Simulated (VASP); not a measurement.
## Y: single point with PBEsol

Y:

```
CELL_PARAMETERS angstrom
1.81386 -6.12613 0.00000
1.81386 6.12613 0.00000
0.00000 0.00000 5.72470
ATOMIC_POSITIONS crystal
Y 0.13683 0.86317 0.99986
Y 0.63683 0.36317 0.50014
Y 0.86317 0.13683 0.00014
Y 0.36317 0.63683 0.49986
```

```
Program             : VASP 6.6.1
Task                : single point
Functional          : PBEsol
Potentials or basis : VASP PAW PBE potentials, release 64 (Y_sv)
Cutoff              : 520 eV
k mesh              : 4 × 4 × 4
Occupations         : gaussian, width 0.1 eV
Spin                : no spin polarisation
```

```
Pressure               : 0.0 GPa
Largest force          : 0.047 eV/Å
Band gap on the k mesh : zero (band 22 reaches 3.13 eV, above the bottom of band 23 at 2.65 eV)
```

Forces in eV/Å, atoms in the order of the input:
```
Y    0.000 -0.047  0.007
Y    0.000 -0.047 -0.007
Y    0.000  0.047 -0.007
Y    0.000  0.047  0.007
```

Stress tensor (GPa, compression positive):
```
-0.06  0.00  0.00
 0.00  0.17  0.00
 0.00  0.00 -0.11
```

Levels at points of the mesh, in eV from the Fermi level:
| k point | band 18 | band 19 | band 20 | band 21 | band 22 | band 23 | band 24 | band 25 | band 26 | band 27 |
| --- | --- | --- | --- | --- | --- | --- | --- | --- | --- | --- |
| (0.00, 0.00, 0.00) | -2.00 | -1.92 | -1.62 | -1.00 | 0.10 | 0.86 | 0.94 | 1.22 | 1.43 | 1.70 |
| (0.50, 0.00, 0.00) | -1.48 | -0.80 | -0.80 | -0.22 | -0.22 | 0.36 | 0.36 | 0.41 | 0.41 | 1.52 |
| (0.50, 0.50, 0.00) | -3.30 | -1.43 | -1.12 | -0.85 | -0.43 | -0.38 | 0.99 | 1.25 | 1.36 | 1.49 |
| (0.00, 0.00, 0.50) | -3.24 | -0.82 | -0.82 | -0.78 | -0.78 | 0.80 | 0.80 | 1.32 | 1.32 | 1.78 |
| (0.50, 0.00, 0.50) | -1.78 | -1.48 | -1.48 | -0.52 | -0.52 | 0.01 | 0.01 | 0.83 | 0.83 | 1.84 |
| (0.50, 0.50, 0.50) | -2.32 | -2.11 | -2.11 | -0.36 | -0.36 | 0.74 | 0.74 | 1.61 | 1.61 | 1.80 |

Wall time 85 s on 1 thread of Intel(R) Xeon(R) Platinum 8488C (Sapphire Rapids), with other jobs on the host, peak memory 0.35 GiB.

Caveat: the k points lie up to 0.45 Å⁻¹ apart; the PAW data sets were made with another functional, which shifts forces and pressure a little.
